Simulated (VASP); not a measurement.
Input of a VASP 6.6.1 run:

The input INCAR:

```
SYSTEM = Fe
PREC = Accurate
ENCUT = 600
EDIFF = 1E-6
ISMEAR = -1
SIGMA = 0.05
LREAL = .False.
LASPH = .True.
NELM = 200
ALGO = Normal
ISIF = 2
LWAVE = .False.
LCHARG = .False.
ISPIN = 2
MAGMOM = 3
LORBIT = 11
LMAXMIX = 4
GGA = LIBXC
LIBXC1 = GGA_X_B88
LIBXC2 = GGA_C_PBE
NBANDS = 14
GGA_COMPAT = .False.
```

KPOINTS

```
Automatic mesh
0
Gamma
  13 13 13
  0 0 0
```

POSCAR

```
Fe
1.0
   -1.4234976093      1.4234976093      1.4234976093
    1.4234976093     -1.4234976093      1.4234976093
    1.4234976093      1.4234976093     -1.4234976093
Fe
1
Direct
    0.0000000000      0.0000000000      0.0000000000
```

Potentials or basis: VASP PAW PBE potentials, release 64 (Fe).

Run with:

```sh
$ cat potpaw_PBE.64/Fe/POTCAR > POTCAR
$ mpirun -np 1 vasp_std > vasp.out
```

**Question.** Predict the site moments.

**Answer.** Fe +2.16 μB.

**Question.** Predict the net moment.

**Answer.** 2.15 μB per cell.

Caveat: the cell stands under tension.
